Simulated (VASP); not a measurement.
# PbO2 (Fm-3m) in VASP: settings compared

Aim: see how the results for PbO2 move with the level of theory and the settings. Levels: LDA, PBEsol, RPBE. Tasks: single point.

All numbers are computed with VASP 6.6.1; they aren't measurements. Logs are shortened: lines on timing, memory, paths and dates and some standing lists are left out, and cuts for length are marked.

## Step 1: The cell of the first run

It takes space group Fm-3m (No. 225, cubic). The conventional cell has a = 5.279 Å, b = 5.279 Å, c = 5.279 Å, α = 90.00°, β = 90.00°, γ = 90.00°. Within 3.0 Å of Pb (site symmetry m-3m) lie 8 O at 2.29 Å. O (site symmetry -43m) has 4 Pb at 2.29 Å and 6 O at 2.64 Å within 3.0 Å.

## Step 2: Single point, LDA

INCAR reads:

```
PREC     = Accurate       # precision mode
ENCUT    = 520            # plane-wave cutoff, eV
EDIFF    = 1E-7           # SCF threshold, eV
ISMEAR   = -1             # smearing method
SIGMA    = 0.05           # smearing width, eV
LREAL    = F              # projectors in reciprocal space
LASPH    = T              # aspherical terms in the spheres
NELM     = 80             # most SCF steps
ALGO     = Normal         # electronic algorithm
ISIF     = 2              # what is computed and relaxed
LWAVE    = F              # write WAVECAR
LCHARG   = T              # write CHGCAR
GGA      = CA             # functional
LELF     = T              # ELF
LVHAR    = T            
NBANDS   = 20             # bands
```

KPOINTS reads:

```
Automatic mesh
0
Gamma
  9 9 9
```

POSCAR reads:

```
PbO2
1.0
    0.0000000000      2.6393452517      2.6393452517
    2.6393452517      0.0000000000      2.6393452517
    2.6393452517      2.6393452517      0.0000000000
Pb O
1 2
Direct
    0.0000000000      0.0000000000      0.0000000000
    0.7500000000      0.7500000000      0.7500000000
    0.2500000000      0.2500000000      0.2500000000
```

Potentials or basis: VASP PAW LDA potentials, release 64 (Pb_d, O).

Launch:

```bash
$ cat potpaw_LDA.64/Pb_d/POTCAR potpaw_LDA.64/O/POTCAR > POTCAR
$ mpirun -np 1 vasp_std > vasp.out
```

OUTCAR:

```text
PREC = Accurate
   ENCUT = 520
   EDIFF = 1E-7
   ISMEAR = -1
   LREAL = F
   LASPH = T
   NELM = 80
   ISIF = 2
   GGA = CA

 ion  position               nearest neighbor table
   1  0.000  0.000  0.000-   2 2.29   2 2.29   2 2.29   2 2.29   3 2.29   3 2.29   3 2.29   3 2.29

   2  0.750  0.750  0.750-   1 2.29   1 2.29   1 2.29   1 2.29
   3  0.250  0.250  0.250-   1 2.29   1 2.29   1 2.29   1 2.29

  LATTYP: Found a face centered cubic cell.
 ALAT       =     5.2786905034

  Lattice vectors:

 A1 = (   0.0000000000,   2.6393452517,   2.6393452517)
 A2 = (   2.6393452517,   0.0000000000,   2.6393452517)
 A3 = (   2.6393452517,   2.6393452517,   0.0000000000)

Analysis of symmetry for initial positions (statically):
=====================================================================
 Subroutine PRICEL returns:
 Original cell was already a primitive cell.

 Routine SETGRP: Setting up the symmetry group for a
 face centered cubic supercell.

 Subroutine GETGRP returns: Found 48 space group operations
 (whereof 48 operations were pure point group operations)
 out of a pool of 48 trial point group operations.

The static configuration has the point symmetry O_h .

Analysis of symmetry for dynamics (positions and initial velocities):
=====================================================================
 Subroutine PRICEL returns:
 Original cell was already a primitive cell.

 Routine SETGRP: Setting up the symmetry group for a
 face centered cubic supercell.

 Subroutine GETGRP returns: Found 48 space group operations
 (whereof 48 operations were pure point group operations)
 out of a pool of 48 trial point group operations.

The dynamic configuration has the point symmetry O_h .

 Subroutine INISYM returns: Found 48 space group operations
 (whereof 48 operations are pure point group operations),
 and found     1 'primitive' translations

----------------------------------------------------------------------------------------

                                     Primitive cell

  volume of cell :      36.7721

  direct lattice vectors                    reciprocal lattice vectors
     0.000000000  2.639345252  2.639345252    -0.189440923  0.189440923  0.189440923
     2.639345252  0.000000000  2.639345252     0.189440923 -0.189440923  0.189440923
     2.639345252  2.639345252  0.000000000     0.189440923  0.189440923 -0.189440923

  length of vectors
     3.732597851  3.732597851  3.732597851     0.328121303  0.328121303  0.328121303

  position of ions in fractional coordinates (direct lattice)
     0.000000000  0.000000000  0.000000000
     0.750000000  0.750000000  0.750000000
     0.250000000  0.250000000  0.250000000

  ion indices of the primitive-cell ions
   primitive index   ion index
                 1           1
                 2           2
                 3           3

----------------------------------------------------------------------------------------

 KPOINTS: Automatic mesh

Automatic generation of k-mesh.
 Grid dimensions read from file:
 generate k-points for:    9    9    9

 Generating k-lattice:

  Cartesian coordinates                     Fractional coordinates (reciprocal lattice)
    -0.021048991  0.021048991  0.021048991     0.111111111  0.000000000  0.000000000
     0.021048991 -0.021048991  0.021048991     0.000000000  0.111111111  0.000000000
     0.021048991  0.021048991 -0.021048991     0.000000000  0.000000000  0.111111111

  Length of vectors
     0.036457923  0.036457923  0.036457923

  Shift w.r.t. Gamma in fractional coordinates (k-lattice)
     0.000000000  0.000000000  0.000000000

 Subroutine IBZKPT returns following result:
 ===========================================

 Found     35 irreducible k-points:

 Following reciprocal coordinates:
            Coordinates               Weight
  0.000000  0.000000  0.000000      1.000000
  0.111111  0.000000  0.000000      8.000000
  0.222222  0.000000  0.000000      8.000000
  0.333333  0.000000  0.000000      8.000000
  0.444444  0.000000  0.000000      8.000000
  0.111111  0.111111  0.000000      6.000000
[... 16 lines left out ...]
 -0.333333  0.333333  0.000000     12.000000
  0.444444  0.444444  0.000000      6.000000
 [... further k-points ...]
   k-points           NKPTS =     35   k-points in BZ     NKDIM =     35   number of bands    NBANDS=     20
   number of dos      NEDOS =    301   number of ions     NIONS =      3
   total plane-waves  NPLWV =  21952
   dimension x,y,z NGX =    28 NGY =   28 NGZ =   28
   dimension x,y,z NGXF=    56 NGYF=   56 NGZF=   56
   ions per type =               1   2
   NGX,Y,Z   is equivalent  to a cutoff of  12.47, 12.47, 12.47 a.u.
   NGXF,Y,Z  is equivalent  to a cutoff of  24.94, 24.94, 24.94 a.u.
 SYSTEM =  unknown system
   PREC   = accura    normal or accurate (medium, high low for compatibility)
   ISTART =      0    job   : 0-new  1-cont  2-samecut
   ICHARG =      2    charge: 1-file 2-atom 10-const
   ISPIN  =      1    spin polarized calculation?
   LNONCOLLINEAR =      F non collinear calculations
   LSORBIT =      F    spin-orbit coupling
   LASPH  =      T    aspherical Exc in radial PAW
   ENCUT  =  520.0 eV  38.22 Ry    6.18 a.u.   6.94  6.94  6.94*2*pi/ulx,y,z
   NELM   =     80;   NELMIN=  2; NELMDL= -5     # of ELM steps
   EDIFF  = 0.1E-06   stopping-criterion for ELM
   LREAL  =      F    real-space projection
   EDIFFG = 0.1E-05   stopping-criterion for IOM
   NSW    =      0    number of steps for IOM
   IBRION =     -1    ionic relax: 0-MD 1-quasi-New 2-CG
   NFREE  =      0    steps in history (QN), initial steepest desc. (CG)
   ISIF   =      2    stress and relaxation
   ISYM   =      2    0-nonsym 1-usesym 2-fastsym
   POTIM  = 0.5000    time-step for ionic-motion
   TEBEG  =    0.0;   TEEND  =   0.0 temperature during run
   PSTRESS=    0.0 pullay stress
   NELECT =      26.0000    total number of electrons
   NUPDOWN=      -1.0000    fix difference up-down
   EMIN   =  10.00;   EMAX   =-10.00  energy-range for DOS
   EFERMI =   0.00;   METHOD = LEGACY
   ISMEAR =    -1;   SIGMA  =   0.05  broadening in eV -4-tet -1-fermi 0-gaus
   EFERMI_NEDOS =   21; number of points for ismear=-14 and -15
   IALGO  =     38    algorithm
   IMIX   =      4    mixing-type and parameters
     AMIX     =   0.40;   BMIX     =  1.00
     AMIX_MAG =   1.60;   BMIX_MAG =  1.00
  volume/ion in A,a.u.               =      12.26        82.72
  Fermi-wavevector in a.u.,A,eV,Ry     =   1.458455  2.756081 28.940836  2.127091
  Thomas-Fermi vector in A             =   2.575138
   LORBIT       =      0    0 simple, 1 ext, 2 COOP (PROOUT), +10 PAW based schemes
   GGA     = CA    functional components
   LHFCALC =     F    Hartree Fock is set to
   AEXX    =    0.0000 exact exchange contribution
   IVDW    =     0    specifies the selected vdW correction
   LEPSILON=     F    determine dielectric tensor
   LRPA    =     F    only Hartree local field effects (RPA)
 non-spin polarized calculation
  energy-cutoff  :      520.00
  volume of cell :       36.77
 maximum number of plane-waves:      1002
   NGX = 13   NGY = 13   NGZ = 13

 number of electron      26.0000017 magnetization

 Free energy of the ion-electron system (eV)
  ---------------------------------------------------
  ext. energy  EPLUGINS =         0.00000000
  ---------------------------------------------------
  free energy    TOTEN  =       -18.14240059 eV

  energy without entropy =      -18.13668520  energy(sigma->0) =      -18.13954290

 E-fermi :   6.2865     XC(G=0): -12.0509

 val. band max:        6.2341399959   @ k =  -0.3333   0.4444   0.2222
 cond. band min:       7.0495869162   @ k =  -0.1111   0.1111   0.0000
 fundamental gap:      0.8154469203
 Fermi energy:         6.2865445152

 k-point     1 :       0.0000    0.0000    0.0000
  band No.  band energies     occupation
      1     -12.6121      2.00000
      2      -9.4581      2.00000
      3      -9.4581      2.00000
      4      -9.4581      2.00000
      5      -9.1643      2.00000
      6      -9.1163      2.00000
[... 12 lines left out ...]
     19      22.0225      0.00000
     20      22.0225      0.00000

 k-point     2 :       0.1111    0.0000    0.0000
  band No.  band energies     occupation
      1     -12.4953      2.00000
      2     -10.0152      2.00000
      3      -9.4384      2.00000
      4      -9.4384      2.00000
      5      -9.1180      2.00000
      6      -9.1180      2.00000
[... 12 lines left out ...]
     19      21.9231      0.00000
     20      21.9231      0.00000

 k-point     3 :       0.2222    0.0000    0.0000
  band No.  band energies     occupation
      1     -12.1969      2.00000
      2     -10.5372      2.00000
      3      -9.3957      2.00000
      4      -9.3957      2.00000
      5      -9.1139      2.00000
      6      -9.1139      2.00000
[... 12 lines left out ...]
     19      21.7449      0.00000
     20      21.7449      0.00000

 k-point     4 :       0.3333    0.0000    0.0000
  band No.  band energies     occupation
      1     -11.9144      2.00000
      2     -10.7406      2.00000
      3      -9.3647      2.00000
      4      -9.3647      2.00000
      5      -9.0893      2.00000
      6      -9.0893      2.00000
[... 12 lines left out ...]
     19      21.6094      0.00000
     20      21.6094      0.00000

 k-point     5 :       0.4444    0.0000    0.0000
  band No.  band energies     occupation
      1     -11.8474      2.00000
      2     -10.6168      2.00000
      3      -9.3559      2.00000
      4      -9.3559      2.00000
      5      -9.0606      2.00000
      6      -9.0606      2.00000
[... 12 lines left out ...]
     19      21.5135      0.00000
     20      21.5135      0.00000
[... 353 lines left out ...]
      6      -9.0406      2.00000
[... 12 lines left out ...]
     19      22.3948      0.00000
     20      24.2504      0.00000

 k-point    22 :      -0.4444    0.3333    0.0000
  band No.  band energies     occupation
      1     -11.5281      2.00000
      2     -11.1348      2.00000
      3      -9.2479      2.00000
      4      -9.1695      2.00000
      5      -9.0616      2.00000
      6      -8.6522      2.00000
[... 12 lines left out ...]
     19      22.6857      0.00000
     20      23.3502      0.00000

 k-point    23 :      -0.3333    0.3333    0.0000
  band No.  band energies     occupation
      1     -11.4948      2.00000
      2     -11.2107      2.00000
      3      -9.2116      2.00000
      4      -9.1931      2.00000
      5      -9.1025      2.00000
      6      -8.1906      2.00000
[... 12 lines left out ...]
     19      21.9696      0.00000
     20      23.9731      0.00000

 k-point    24 :       0.4444    0.4444    0.0000
  band No.  band energies     occupation
      1     -11.5940      2.00000
      2     -10.9664      2.00000
      3      -9.2894      2.00000
      4      -9.1280      2.00000
      5      -9.1280      2.00000
      6      -9.0337      2.00000
[... 12 lines left out ...]
     19      22.3057      0.00000
     20      23.7306      0.00000

 [... further k-points ...]

------------------------ aborting loop because EDIFF is reached ----------------------------------------

  FORCE on cell =-STRESS in cart. coord.  units (eV):
  Direction    XX          YY          ZZ          XY          YZ          ZX
  --------------------------------------------------------------------------------------
  -------------------------------------------------------------------------------------
  Total        0.0968113      0.0968113      0.0968113      0.0000000     -0.0000000      0.0000000
  in kB        4.2181107      4.2181107      4.2181107      0.0000000     -0.0000000      0.0000000
  external PRESSURE =       4.2181107 kB  Pullay stress =       0.0000000 kB

 VOLUME and BASIS-vectors are now :
 -----------------------------------------------------------------------------
  energy-cutoff  :      520.00
  volume of cell :       36.77
      direct lattice vectors                 reciprocal lattice vectors
     0.000000000  2.639345252  2.639345252    -0.189440923  0.189440923  0.189440923
     2.639345252  0.000000000  2.639345252     0.189440923 -0.189440923  0.189440923
     2.639345252  2.639345252  0.000000000     0.189440923  0.189440923 -0.189440923

 POSITION                                       TOTAL-FORCE (eV/Angst)
 -----------------------------------------------------------------------------------
      0.00000      0.00000      0.00000         0.000000     -0.000000      0.000000
      3.95902      3.95902      3.95902         0.000000      0.000000      0.000000
      1.31967      1.31967      1.31967        -0.000000     -0.000000     -0.000000
 -----------------------------------------------------------------------------------
    total drift:                                0.000000     -0.000000      0.000000

  FREE ENERGIE OF THE ION-ELECTRON SYSTEM (eV)
  ---------------------------------------------------
  free  energy   TOTEN  =       -18.1424005933 eV

  energy  without entropy=      -18.1366852006  energy(sigma->0) =      -18.13954290
```

Wall time 35 s (1 thread of Intel Xeon 8259CL, shared host); peak memory 0.15 GiB.

What came out:

```
Free energy            : -18.1424 eV
Pressure               : 0.4 GPa
Band gap on the k mesh : zero (bands 13 and 14 overlap by 1.32 eV)
```

Caveat: spin-orbit coupling is left out, which moves the levels of the heavy elements.

## Step 3: Single point, PBEsol

This run uses another cell than the first one, of 12.63 Å³/atom.

INCAR reads:

```
SYSTEM = PbO2
ALGO = Normal ; EDIFF = 1E-6
ENCUT = 520 ; GGA = PS
ISIF = 2 ; ISMEAR = -1
LASPH = .TRUE. ; LCHARG = .TRUE.
LELF = .TRUE. ; LREAL = .FALSE.
LVHAR = .TRUE. ; LWAVE = .FALSE.
NBANDS = 20 ; NELM = 80
PREC = Accurate ; SIGMA = 0.05
```

KPOINTS reads:

```
k-points
0
G
  9 9 9
  0 0 0
```

POSCAR reads:

```
PbO2
1.0
    0.0000000000      2.6655824570      2.6655824570
    2.6655824570      0.0000000000      2.6655824570
    2.6655824570      2.6655824570      0.0000000000
Pb O
1 2
Direct
    0.0000000000      0.0000000000      0.0000000000
    0.7500000000      0.7500000000      0.7500000000
    0.2500000000      0.2500000000      0.2500000000
```

Potentials or basis: VASP PAW PBE potentials, release 64 (Pb_d, O).

Launch:

```bash
$ cat potpaw_PBE.64/Pb_d/POTCAR potpaw_PBE.64/O/POTCAR > POTCAR
$ mpirun -np 1 vasp_std > vasp.out
```

It took 31 s on 1 thread of Intel Xeon 8259CL, shared host; peak memory 0.17 GiB.

Results (log left out):

* Free energy: -16.7963 eV
* Pressure: 0.2 GPa
* Band gap on the k mesh: zero (bands 13 and 14 overlap by 1.25 eV)

Levels at points of the mesh, in eV from the Fermi level:
| k point | band 9 | band 10 | band 11 | band 12 | band 13 | band 14 | band 15 | band 16 | band 17 | band 18 |
| --- | --- | --- | --- | --- | --- | --- | --- | --- | --- | --- |
| (0.00, 0.00, 0.00) | -2.05 | -2.05 | -2.05 | -1.30 | -1.30 | -1.30 | 6.96 | 6.96 | 6.96 | 11.70 |

Caveat: the PAW data sets were made with another functional, which shifts forces and pressure a little; spin-orbit coupling is left out, which moves the levels of the heavy elements.

## Step 4: Single point, LDA

This run uses another cell than the first one, of 13.15 Å³/atom.

INCAR reads:

```
SYSTEM = PbO2
PREC = Accurate ; ENCUT = 520
EDIFF = 1E-6 ; ISMEAR = -1
SIGMA = 0.05 ; LREAL = .False.
LASPH = .True. ; NELM = 60
ALGO = Normal ; ISIF = 2
LWAVE = .False. ; LCHARG = .True.
GGA = CA ; LELF = .True.
LVHAR = .True. ; NBANDS = 20
```

KPOINTS reads:

```
Automatic mesh
0
Gamma
  9 9 9
  0 0 0
```

POSCAR reads:

```
PbO2
1.0
    0.0000000000      2.7019920000      2.7019920000
    2.7019920000      0.0000000000      2.7019920000
    2.7019920000      2.7019920000      0.0000000000
Pb O
1 2
Direct
    0.0000000000      0.0000000000      0.0000000000
    0.7500000000      0.7500000000      0.7500000000
    0.2500000000      0.2500000000      0.2500000000
```

Potentials or basis: VASP PAW LDA potentials, release 64 (Pb_d, O).

Launch:

```bash
$ cat potpaw_LDA.64/Pb_d/POTCAR potpaw_LDA.64/O/POTCAR > POTCAR
$ mpirun -np 1 vasp_std > vasp.out
```

It took 32 s on 1 thread of Intel Xeon 8259CL, shared host; peak memory 0.16 GiB.

Results (log left out):

- Free energy: -18.0623 eV
- Pressure: -9.8 GPa
- Band gap on the k mesh: zero (bands 13 and 14 overlap by 1.17 eV)

Levels at points of the mesh, in eV from the Fermi level:
```
           k point  band 11  band 12  band 13  band 14  band 15  band 16
(0.00, 0.00, 0.00)    -1.98    -1.22    -1.22    -1.22     6.75     6.75
```

Caveat: the cell stands under tension; spin-orbit coupling is left out, which moves the levels of the heavy elements.

## Step 5: Single point, RPBE

This run uses another cell than the first one, of 13.15 Å³/atom.

INCAR reads:

```
SYSTEM = PbO2
PREC     = Accurate       ! precision mode
ENCUT    = 520            ! plane-wave cutoff, eV
EDIFF    = 1E-6           ! SCF threshold, eV
ISMEAR   = -1             ! smearing method
SIGMA    = 0.05           ! smearing width, eV
LREAL    = .False.        ! projectors in reciprocal space
LASPH    = .True.         ! aspherical terms in the spheres
NELM     = 100            ! most SCF steps
ALGO     = Normal         ! electronic algorithm
ISIF     = 2              ! what is computed and relaxed
LWAVE    = .False.        ! write WAVECAR
LCHARG   = .False.        ! write CHGCAR
GGA      = RP             ! functional
NBANDS   = 20             ! bands
```

KPOINTS is that of step 4.

POSCAR is that of step 4.

Potentials or basis: VASP PAW PBE potentials, release 64 (Pb_d, O).

Launch:

```bash
$ cat potpaw_PBE.64/Pb_d/POTCAR potpaw_PBE.64/O/POTCAR > POTCAR
$ mpirun -np 1 vasp_std > vasp.out
```

It took 39 s on 1 thread of Intel Xeon 8259CL, shared host; peak memory 0.17 GiB.

The run converged. Its results:

* Free energy: -14.3958 eV
* Pressure: 4.5 GPa
* Band gap on the k mesh: zero (bands 13 and 14 overlap by 1.14 eV)

Levels at points of the mesh, in eV from the Fermi level:
| k point | band 11 | band 12 | band 13 | band 14 | band 15 | band 16 |
| --- | --- | --- | --- | --- | --- | --- |
| (0.00, 0.00, 0.00) | -1.96 | -1.19 | -1.19 | -1.19 | 7.11 | 7.11 |

Caveat: the cell stands under pressure; the PAW data sets were made with another functional, which shifts forces and pressure a little; spin-orbit coupling is left out, which moves the levels of the heavy elements.

## Step 6: The runs side by side

| level | potentials or basis | cell | gap on the mesh (eV) | pressure (GPa) |
| --- | --- | --- | --- | --- |
| LDA | VASP PAW LDA potentials, release 64 (Pb_d, O) | a = 3.733 Å, angles 60.0°, 3 atoms | none | 0.4 |
| PBEsol | VASP PAW PBE potentials, release 64 (Pb_d, O) | a = 3.770 Å, angles 60.0°, 3 atoms | none | 0.2 |
| LDA | VASP PAW LDA potentials, release 64 (Pb_d, O) | a = 3.821 Å, angles 60.0°, 3 atoms | none | -9.8 |
| RPBE | VASP PAW PBE potentials, release 64 (Pb_d, O) | a = 3.821 Å, angles 60.0°, 3 atoms | none | 4.5 |

Alike in all rows: task single point; no spin polarisation; k mesh 9 × 9 × 9; cutoff (eV) 520; smearing fermi-dirac 0.05 eV.

Caveats: spin-orbit coupling is left out, which moves the levels of the heavy elements; the PAW data sets were made with another functional, which shifts forces and pressure a little (at least some runs); the cell stands under tension (at least some runs); the cell stands under pressure (at least some runs).

Total energies depend on the potentials used, so only differences within one code and one set of settings carry meaning.

The gap in the log of VASP goes by the Fermi energy; the results here count the filled bands.